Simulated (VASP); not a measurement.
A run of VASP 6.6.1 is set up as follows.

Contents of INCAR:

```
SYSTEM = Ge
ALGO = Normal ; EDIFF = 1E-6
EDIFFG = -0.01 ; ENCUT = 600
GGA = PS ; IBRION = 2
ISIF = 4 ; ISMEAR = 0
LASPH = .True. ; LCHARG = .False.
LREAL = .False. ; LWAVE = .False.
NELM = 80 ; NSW = 50
PREC = Accurate ; SIGMA = 0.1
```

File KPOINTS:

```
k-points
0
Gamma
  16 16 16
  0 0 0
```

File POSCAR:

```
Ge
1.0
   -2.5883907683      2.5883907683      1.4104915121
    2.5883907683     -2.5883907683      1.4104915121
    2.5883907683      2.5883907683     -1.4104915121
Ge
2
Direct
    0.2500000000      0.7500000000      0.5000000000
    0.5000000000      0.5000000000      0.0000000000
```

Potentials or basis: VASP PAW PBE potentials, release 64 (Ge_d).

Launch:

```console
$ cat potpaw_PBE.64/Ge_d/POTCAR > POTCAR
$ mpirun -np 1 vasp_std > vasp.out
```

**Question.** Predict the band gap on the k mesh.

**Answer.** Zero (bands 14 and 15 overlap by 5.21 eV).

Final structure:
```cif
data_structure
_symmetry_space_group_name_H-M 'P 1'
_symmetry_Int_Tables_number 1
_cell_length_a 3.9219
_cell_length_b 3.9219
_cell_length_c 3.9219
_cell_angle_alpha 97.444
_cell_angle_beta 97.444
_cell_angle_gamma 137.806
_cell_volume 37.80
loop_
_atom_site_label
_atom_site_type_symbol
_atom_site_fract_x
_atom_site_fract_y
_atom_site_fract_z
_atom_site_occupancy
Ge1 Ge 0.25000 0.75000 0.50000 1
Ge2 Ge 0.50000 0.50000 0.00000 1
```
